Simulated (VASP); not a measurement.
# SiC (F-43m) in VASP: further runs, part 2 of 4

VASP 6.6.1.

### 3 Vibrations by perturbation theory, LDA (phonons at volume x 0.98)

The input, INCAR:

```
ALGO     = Normal         # electronic algorithm
EDIFF    = 1E-8           # SCF threshold, eV
ENCUT    = 520            # plane-wave cutoff, eV
IBRION   = 8              # ionic algorithm
ISIF     = 2              # what is computed and relaxed
ISMEAR   = 0              # smearing method
LASPH    = True           # aspherical terms in the spheres
LCHARG   = True           # write CHGCAR
LEPSILON = True           # dielectric tensor by DFPT
LREAL    = False          # projectors in reciprocal space
LWAVE    = False          # write WAVECAR
NELM     = 80             # most SCF steps
NSW      = 1              # ionic steps
PREC     = Accurate       # precision mode
SIGMA    = 0.01           # smearing width, eV
```

The input, KPOINTS:

```
k-points
0
Gamma
  12 12 12
```

The input, POSCAR:

```
SiC
1.0
    0.0000000000      2.1499625498      2.1499625498
    2.1499625498      0.0000000000      2.1499625498
    2.1499625498      2.1499625498      0.0000000000
Si C
1 1
Direct
    0.0000000000      0.0000000000      0.0000000000
    0.7500000000      0.7500000000      0.7500000000
```

Potentials or basis: VASP PAW LDA potentials, release 64 (Si, C).

Run with:

```
$ cat potpaw_LDA.64/Si/POTCAR potpaw_LDA.64/C/POTCAR > POTCAR
$ mpirun -np 1 vasp_std > vasp.out
```

OUTCAR:

```text
EDIFF = 1E-8
   ENCUT = 520
   IBRION = 8
   ISIF = 2
   ISMEAR = 0
   LASPH = True
   LEPSILON = True
   LREAL = False
   NELM = 80
   NSW = 1
   PREC = Accurate

 ion  position               nearest neighbor table
   1  0.000  0.000  0.000-   2 1.86   2 1.86   2 1.86   2 1.86
   2  0.750  0.750  0.750-   1 1.86   1 1.86   1 1.86   1 1.86

  LATTYP: Found a face centered cubic cell.
 ALAT       =     4.2999250996

  Lattice vectors:

 A1 = (   0.0000000000,   2.1499625498,   2.1499625498)
 A2 = (   2.1499625498,   0.0000000000,   2.1499625498)
 A3 = (   2.1499625498,   2.1499625498,   0.0000000000)

Analysis of symmetry for initial positions (statically):
[... 5 lines left out ...]
 face centered cubic supercell.

 Subroutine GETGRP returns: Found 24 space group operations
 (whereof 24 operations were pure point group operations)
 out of a pool of 48 trial point group operations.

The static configuration has the point symmetry T_d .

Analysis of symmetry for dynamics (positions and initial velocities):
[... 5 lines left out ...]
 face centered cubic supercell.

 Subroutine GETGRP returns: Found 24 space group operations
 (whereof 24 operations were pure point group operations)
 out of a pool of 48 trial point group operations.

The dynamic configuration has the point symmetry T_d .

 Subroutine INISYM returns: Found 24 space group operations
 (whereof 24 operations are pure point group operations),
 and found     1 'primitive' translations

----------------------------------------------------------------------------------------

                                     Primitive cell

  volume of cell :      19.8757

  direct lattice vectors                    reciprocal lattice vectors
     0.000000000  2.149962550  2.149962550    -0.232562190  0.232562190  0.232562190
     2.149962550  0.000000000  2.149962550     0.232562190 -0.232562190  0.232562190
     2.149962550  2.149962550  0.000000000     0.232562190  0.232562190 -0.232562190

  length of vectors
     3.040506197  3.040506197  3.040506197     0.402809530  0.402809530  0.402809530

  position of ions in fractional coordinates (direct lattice)
     0.000000000  0.000000000  0.000000000
     0.750000000  0.750000000  0.750000000

  ion indices of the primitive-cell ions
   primitive index   ion index
                 1           1
                 2           2

----------------------------------------------------------------------------------------

 KPOINTS: k-points

Automatic generation of k-mesh.
 Grid dimensions read from file:
 generate k-points for:   12   12   12

 Generating k-lattice:

[... 437 lines left out ...]
 -----------------------------------------------------------------------------
    -0.00058  0.99756  0.00000
     0.99756 -0.00058  0.00000
     0.00000  0.00000  0.00073

--------------------------------------- Ionic step        4  -------------------------------------------

------------------------ aborting loop because EDIFF is reached ----------------------------------------

[... ionic steps 5 to 6 ...]

--------------------------------------- Ionic step        7  -------------------------------------------

 Free energy of the ion-electron system (eV)
  ---------------------------------------------------
  ---------------------------------------------------
  free energy    TOTEN  =        -0.12529757 eV

  energy without entropy =       -0.12529757

------------------------ aborting loop because EDIFF is reached ----------------------------------------

 INTERNAL STRAIN TENSOR  FOR ION    2  DIRECTION 1   (eV/Angst):
 -----------------------------------------------------------------------------
    -0.00252  0.00000  0.00000
     0.00000  0.00076  9.81830
     0.00000  9.81830  0.00076

 MACROSCOPIC STATIC DIELECTRIC TENSOR (including local field effects in DFT)
 ------------------------------------------------------
           6.893338     0.000000    -0.000000
           0.000000     6.893338     0.000000
           0.000000    -0.000000     6.893338
 ------------------------------------------------------

 PIEZOELECTRIC TENSOR (including local field effects)  for field in x, y, z        (e  Angst)
          XX          YY          ZZ          XY          YZ          ZX
  --------------------------------------------------------------------------------
  x     0.00000     0.00000    -0.00000     0.00000     1.23573     0.00000
  y    -0.00000    -0.00000    -0.00000     0.00000     0.00000     1.23573
  z     0.00000     0.00000     0.00000     1.23573     0.00000     0.00000

 PIEZOELECTRIC TENSOR (including local field effects)  for field in x, y, z        (C/m^2)
          XX          YY          ZZ          XY          YZ          ZX
  --------------------------------------------------------------------------------
  x     0.00000     0.00000    -0.00000     0.00000     0.99612     0.00000
  y    -0.00000    -0.00000    -0.00000     0.00000     0.00000     0.99612
  z     0.00000     0.00000     0.00000     0.99612     0.00000     0.00000

 BORN EFFECTIVE CHARGES (including local field effects) (in |e|, cummulative output)
 ---------------------------------------------------------------------------------
 ion    1
    1     2.72912    -0.00000    -0.00000
    2     0.00000     2.72912     0.00000
    3    -0.00000     0.00000     2.72912
 ion    2
    1    -2.72912     0.00000     0.00000
    2    -0.00000    -2.72912     0.00000
    3     0.00000    -0.00000    -2.72912

 INTERNAL STRAIN TENSOR FOR ION    2 for displacements in x,y,z  (eV/Angst):
          X           Y           Z          XY          YZ          ZX
  --------------------------------------------------------------------------------
  x    -0.00000     0.00000     0.00000     0.00000     9.81830     0.00000
  y     0.00000     0.00000     0.00000     0.00000     0.00000     9.81830
  z     0.00000     0.00000    -0.00000     9.81830     0.00000     0.00000

 SECOND DERIVATIVES (NOT SYMMETRIZED)
 ------------------------------------
               1X          1Y          1Z          2X          2Y          2Z
  1X   -20.609302    0.000000    0.000000   20.609302    0.000000    0.000000
  1Y     0.000000  -20.609302    0.000000    0.000000   20.609302    0.000000
  1Z     0.000000    0.000000  -20.609302    0.000000    0.000000   20.609302
  2X    20.608360    0.000000    0.000000  -20.608360    0.000000    0.000000
  2Y     0.000000   20.608360    0.000000    0.000000  -20.608360    0.000000
  2Z     0.000000    0.000000   20.608360    0.000000    0.000000  -20.608360

 Eigenvectors and eigenvalues of the dynamical matrix
 ----------------------------------------------------

   1 f  =   24.468038 THz   153.737217 2PiTHz  816.165898 cm-1   101.191629 meV
             X         Y         Z           dx          dy          dz
      0.000000  0.000000  0.000000     0.000000    0.547326   -0.000000
      3.224944  3.224944  3.224944    -0.000000   -0.836920    0.000000
[... 21 lines left out ...]
   6 f/i=    0.000256 THz     0.001609 2PiTHz    0.008544 cm-1     0.001059 meV
             X         Y         Z           dx          dy          dz
      0.000000  0.000000  0.000000     0.687126   -0.303281   -0.369206
      3.224944  3.224944  3.224944     0.449364   -0.198339   -0.241452

--------------------------------------------------------------------------------------------------------

 MACROSCOPIC STATIC DIELECTRIC TENSOR IONIC CONTRIBUTION
 ------------------------------------------------------
           3.290298     0.000000    -0.000000
           0.000000     3.290298     0.000000
          -0.000000     0.000000     3.290298
 ------------------------------------------------------

 ELASTIC MODULI CONTR FROM IONIC RELAXATION (kBar)
 Direction    XX          YY          ZZ          XY          YZ          ZX
 --------------------------------------------------------------------------------
 XX          -0.0000     -0.0000      0.0000     -0.0000      0.0000     -0.0000
 YY          -0.0000     -0.0000     -0.0000     -0.0000     -0.0000     -0.0000
 ZZ           0.0000     -0.0000     -0.0000      0.0000     -0.0000     -0.0000
 XY          -0.0000     -0.0000      0.0000   -349.5819      0.0000      0.0000
 YZ           0.0000     -0.0000     -0.0000      0.0000   -349.5819      0.0000
 ZX          -0.0000     -0.0000     -0.0000      0.0000      0.0000   -349.5819
 --------------------------------------------------------------------------------

 PIEZOELECTRIC TENSOR IONIC CONTR  for field in x, y, z        (C/m^2)
          XX          YY          ZZ          XY          YZ          ZX
  --------------------------------------------------------------------------------
  x     0.00000    -0.00000    -0.00000     0.00000    -1.00917     0.00000
  y    -0.00000    -0.00000    -0.00000     0.00000    -0.00000    -1.00917
  z    -0.00000    -0.00000     0.00000    -1.00917     0.00000    -0.00000
```

Wall time 4.5 min (1 thread of Intel Xeon Platinum 8259CL at 2.50GHz (Skylake/Cascade Lake), shared host); peak memory 0.22 GiB.

Results:

```yaml
Electronic_dielectric_tensor_diagonal: 6.89
Born_charges_mean_of_the_diagonal: Si +2.73; C -2.73 e
Highest_phonon_frequency_at_Γ_LO-TO_splitting_left_out: 816 cm⁻¹
```

Phonon frequencies in cm⁻¹ (negative: imaginary):
```tsv
q point	frequencies
(0.000, 0.000, 0.000)	0 0 0 816 816 816
```

Electronic dielectric tensor:
```
6.89 0.00 0.00
0.00 6.89 0.00
0.00 0.00 6.89
```

Born effective charge tensors (e):
atom 1, Si
```
2.73 0.00 0.00
0.00 2.73 0.00
0.00 0.00 2.73
```
atom 2, C
```
-2.73  0.00  0.00
 0.00 -2.73  0.00
 0.00  0.00 -2.73
```

Caveat: the cell differs from its parent crystal (phonons at volume x 0.98); the cell wasn't relaxed at this level first, which shifts response properties.

(Part 2 of 4 ends here.)
